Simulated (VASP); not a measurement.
A run of VASP 6.6.1 is set up as follows.

Contents of INCAR:

```
PREC = Accurate
ENCUT = 600
EDIFF = 1E-6
ISMEAR = -1
SIGMA = 0.05
LREAL = F
LASPH = T
NELM = 80
ALGO = Normal
ISIF = 3
LWAVE = F
LCHARG = F
GGA = RP
IVDW = 13
IBRION = 2
NSW = 60
EDIFFG = -0.01
```

KPOINTS

```
Automatic mesh
0
Gamma
  12 12 12
```

Contents of POSCAR:

```
Pd
1.0
    0.0000000000      1.9465000000      1.9465000000
    1.9465000000      0.0000000000      1.9465000000
    1.9465000000      1.9465000000      0.0000000000
Pd
1
Direct
    0.0000000000      0.0000000000      0.0000000000
```

Potentials or basis: VASP PAW PBE potentials, release 64 (Pd).

Run with:

```console
$ cat potpaw_PBE.64/Pd/POTCAR > POTCAR
$ mpirun -np 1 vasp_std > vasp.out
```

Question: Predict the space group after relaxing (to 0.05 Å).

Answer: Fm-3m (No. 225).

Question: Estimate the band gap on the k mesh.

Answer: Zero (band 5 reaches 10.02 eV, above the bottom of band 6 at 8.46 eV).

Question: What does it give for the relaxed volume?

Answer: 14.87 Å³/atom.

Question: Predict the relaxed cell.

Answer: a = 2.760 Å, b = 2.760 Å, c = 2.760 Å, α = 60.00°, β = 60.00°, γ = 60.00°.

The path:
```
step  energy change (eV)  largest force (eV/Å)  pressure (GPa)  volume (Å³)
   1              0.0000                0.0000            1.55        14.75
   2              0.0007                0.0000           -2.14        15.06
   3             -0.0006                0.0000           -0.02        14.87
```

Caveat: the PAW data sets were made with another functional, which shifts forces and pressure a little; pairwise dispersion overbinds metals, which lowers pressure and volume. Zero-point motion and thermal expansion aren't in these numbers.
